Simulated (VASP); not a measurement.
Set up this calculation in VASP 6.6.1, as the native input.

```yaml
Task: single point
Functional: PBE
Potentials_or_basis: VASP PAW PBE potentials, release 64 (Tb_3, Pb_d, F), 4f in core
Cutoff: 600 eV
k_mesh: 6 × 6 × 4
Occupations: gaussian, width 0.1 eV
Spin: no spin polarisation
Dipole_correction: no
Further_INCAR_settings: ALGO = Normal; EDIFF = 1e-06; NBANDS = 28
```

The structure of Tb2PbF lies in POSCAR:

```
Tb2PbF
1.0
    4.5499308700      0.0000000000      0.0000000000
   -2.2749654400      3.9403557200      0.0000000000
    0.0000000000      0.0000000000      5.2561986000
Tb Pb F
2 1 1
Direct
    0.3333333300      0.6666666700      0.0000000000
    0.6666666700      0.3333333300      0.0000000000
    0.0000000000      0.0000000000      0.0000000000
    0.0000000000      0.0000000000      0.5000000000
```

The cell was generated, and may not be a known phase.

One way to write it, as run:

INCAR

```
SYSTEM = Tb2PbF
ALGO = Normal
EDIFF = 1E-6
ENCUT = 600
GGA = PE
GGA_COMPAT = .FALSE.
ISIF = 2
ISMEAR = 0
LASPH = .TRUE.
LCHARG = .FALSE.
LMAXMIX = 6
LREAL = .FALSE.
LWAVE = .FALSE.
NBANDS = 28
NELM = 200
PREC = Accurate
SIGMA = 0.1
```

KPOINTS

```
k-points
0
G
  6 6 4
  0 0 0
```

Potentials or basis: VASP PAW PBE potentials, release 64 (Tb_3, Pb_d, F), 4f in core.

Launch:

```console
$ cat potpaw_PBE.64/Tb_3/POTCAR potpaw_PBE.64/Pb_d/POTCAR potpaw_PBE.64/F/POTCAR > POTCAR
$ mpirun -np 1 vasp_std > vasp.out
```

Results of the run:

```json
{"Pressure": "40.7 GPa", "Band gap on the k mesh": "zero (an odd number of electrons rules out a gap without spin polarisation)"}
```

Caveat: the stress differs along the axes, from -1 to 61 GPa; spin-orbit coupling is left out, which moves the levels of the heavy elements; the 4f electrons are frozen in the core, so they carry no moment and show no levels; the run has no spin polarisation, though such a crystal can be magnetic.

It took 48 s on 1 thread of Intel(R) Xeon(R) Platinum 8488C (Sapphire Rapids), with other jobs on the host, peak memory 0.26 GiB.
